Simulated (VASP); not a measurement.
Crystal: GaSi2Ir3.

```
Ir Ga Si
1.0
     2.85121    4.93843    0.00000
    -2.85121    4.93843    0.00000
     0.00000    0.00000    3.37854
Ir Ga Si
3 1 2
Direct
  0.50000 0.50000 0.50000
  0.50000 0.00000 0.50000
  0.00000 0.50000 0.50000
  0.00000 0.00000 0.00000
  0.33330 0.33340 0.00000
  0.66660 0.66670 0.00000
```

- Program: VASP 6.6.1
- Task: relaxation of cell and atoms
- Functional: revPBE
- Dispersion: D3(BJ)
- Potentials or basis: VASP PAW PBE potentials, release 64 (Ir, Ga_d, Si)
- Cutoff: 600 eV
- k mesh: 4 × 4 × 5
- Occupations: fermi-dirac, width 0.1 eV
- Spin: no spin polarisation

At the start: pressure 3.4 GPa; volume 15.86 Å³/atom.

Task: Where does the relaxation end?

Result: Over 8 steps the energy falls by 89.4 meV/atom and the volume is 15.62 Å³/atom (-1.5 %); space group P6/mmm (No. 191, to 0.1 Å) before and after.

Step by step:
```
step  energy change (eV)  largest force (eV/Å)  pressure (GPa)  volume (Å³)
   1              0.0000                0.0026            3.40        95.14
   2             -0.3106                0.0005           -4.71        99.63
   3             -0.3106                0.0006           -4.63        99.53
   4             -0.5321                0.0008           -1.18        94.35
   5             -0.5360                0.0008           -0.28        93.87
   6             -0.5365                0.0009            0.15        93.64
   7             -0.5365                0.0003           -0.14        93.75
   8             -0.5366                0.0006            0.01        93.69
```

Final structure:
```
Ir Ga Si
1.0
     2.71074    4.69519    0.00000
    -2.71074    4.69519    0.00000
     0.00000    0.00000    3.68065
Ir Ga Si
3 1 2
Direct
  0.50001 0.49999 0.50000
  0.49999 0.00003 0.50000
  0.99997 0.50001 0.50000
  0.99999 0.00001 0.00000
  0.33330 0.33337 0.00000
  0.66663 0.66670 0.00000
```

Caveat: the k points lie up to 0.34 Å⁻¹ apart in the final cell, too coarse for converged energies and pressures of a metal; the PAW data sets were made with another functional, which shifts forces and pressure a little.
